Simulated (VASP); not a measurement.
Write the native input for VASP 6.6.1 that does the following.

```
Task                   : single point
Functional             : PBE
Potentials or basis    : VASP PAW PBE potentials, release 64 (I)
Cutoff                 : 520 eV
k mesh                 : 5 × 5 × 5
Occupations            : fermi-dirac, width 0.02 eV
Spin                   : no spin polarisation
Dipole correction      : no
Further INCAR settings : ALGO = Normal; EDIFF = 1e-07; NBANDS = 14
```

The structure of I lies in POSCAR:

```
I
1.0
    0.0000000000      3.6140675184      3.6140675184
    3.6140675184      0.0000000000      3.6140675184
    3.6140675184      3.6140675184      0.0000000000
I
2
Direct
    0.0000000000      0.0000000000      0.0000000000
    0.2500000000      0.2500000000      0.2500000000
```

These files were run (other wordings do the same):

INCAR

```
SYSTEM = I
ALGO = Normal
EDIFF = 1E-7
ENCUT = 520
GGA = PE
ISIF = 2
ISMEAR = -1
LASPH = .TRUE.
LCHARG = .FALSE.
LREAL = .FALSE.
LWAVE = .FALSE.
NBANDS = 14
NELM = 80
PREC = Accurate
SIGMA = 0.02
```

KPOINTS

```
k-points
0
G
  5 5 5
  0 0 0
```

Potentials or basis: VASP PAW PBE potentials, release 64 (I).

Command:

```console
$ cat potpaw_PBE.64/I/POTCAR > POTCAR
$ mpirun -np 1 vasp_std > vasp.out
```

Results of the run:

The pressure is 5.0 GPa and the band gap on the k mesh is zero (bands 7 and 8 overlap by 1.75 eV).

Caveat: the cell stands under pressure; spin-orbit coupling is left out, which moves the levels of the heavy elements.

Wall time 19 s on 1 thread of AMD EPYC 7R13, on a shared host, peak memory 0.2 GiB.
